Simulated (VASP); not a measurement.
Input of a VASP 6.6.1 run:

The input INCAR:

```
PREC = Accurate
ENCUT = 600
EDIFF = 1E-7
ISMEAR = -1
SIGMA = 0.08
LREAL = F
LASPH = T
NELM = 100
ALGO = Normal
ISIF = 4
LWAVE = F
LCHARG = F
GGA = PS
IBRION = 2
NSW = 50
EDIFFG = -0.005
```

KPOINTS

```
Automatic mesh
0
Gamma
  15 15 8
```

File POSCAR:

```
Cl
1.0
    2.5685809078      0.0000000000      0.0000000000
   -1.2842904539      2.2244563179      0.0000000000
    0.0000000000      0.0000000000      2.8796588594
Cl
2
Direct
    0.3333333333      0.6666666667      0.2500000000
    0.6666666667      0.3333333333      0.7500000000
```

Potentials or basis: VASP PAW PBE potentials, release 64 (Cl).

Launch:

```sh
$ cat potpaw_PBE.64/Cl/POTCAR > POTCAR
$ mpirun -np 1 vasp_std > vasp.out
```

**Question.** What does it give for the band gap on the k mesh?

**Answer.** Zero (bands 7 and 8 overlap by 10.83 eV).

Final structure:
```yaml
crystal:
  lattice:
    - [2.20459, 0.00000, 0.00000]
    - [-1.10229, 1.90923, 0.00000]
    - [0.00000, 0.00000, 3.90907]
  atoms:
    - { symbol: Cl, position: [0.33333, 0.66667, 0.25000] }
    - { symbol: Cl, position: [0.66667, 0.33333, 0.75000] }
```

Caveat: a cell axis changed by over 15 % at a fixed basis, so the end point is rough.
